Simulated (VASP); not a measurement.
KZnF3:

```
K Zn F
1.0
     4.05000    0.00000    0.00000
     0.00000    4.05000    0.00000
     0.00000    0.00000    4.05000
K Zn F
1 1 3
Direct
  0.00000 0.00000 0.00000
  0.50000 0.50000 0.50000
  0.50000 0.50000 0.00000
  0.00000 0.50000 0.50000
  0.50000 0.00000 0.50000
```

| Property | Result |
| --- | --- |
| Program | VASP 6.6.1 |
| Task | relaxation of cell and atoms |
| Functional | PBE |
| Potentials or basis | VASP PAW PBE potentials, release 64 (K_sv, Zn, F) |
| Cutoff | 600 eV |
| k mesh | 6 × 6 × 6 |
| Occupations | fermi-dirac, width 0.02 eV |
| Spin | no spin polarisation |

At the start: pressure 4.8 GPa; volume 13.29 Å³/atom.

**Question.** Where does the relaxation end?

**Answer.** Over 3 steps the energy falls by 11.6 meV/atom and the volume is 14.11 Å³/atom (+6.2 %); space group Pm-3m (No. 221, to 0.05 Å).

Step by step:
| step | energy change (eV) | largest force (eV/Å) | pressure (GPa) | volume (Å³) |
| --- | --- | --- | --- | --- |
| 1 | 0.0000 | 0.0000 | 4.78 | 66.43 |
| 2 | -0.0579 | 0.0000 | 0.21 | 70.32 |
| 3 | -0.0580 | 0.0000 | -0.01 | 70.53 |

Final structure:
```
K Zn F
1.0
     4.13158    0.00000    0.00000
     0.00000    4.13158    0.00000
     0.00000    0.00000    4.13158
K Zn F
1 1 3
Direct
  0.00000 0.00000 0.00000
  0.50000 0.50000 0.50000
  0.50000 0.50000 0.00000
  0.00000 0.50000 0.50000
  0.50000 0.00000 0.50000
```
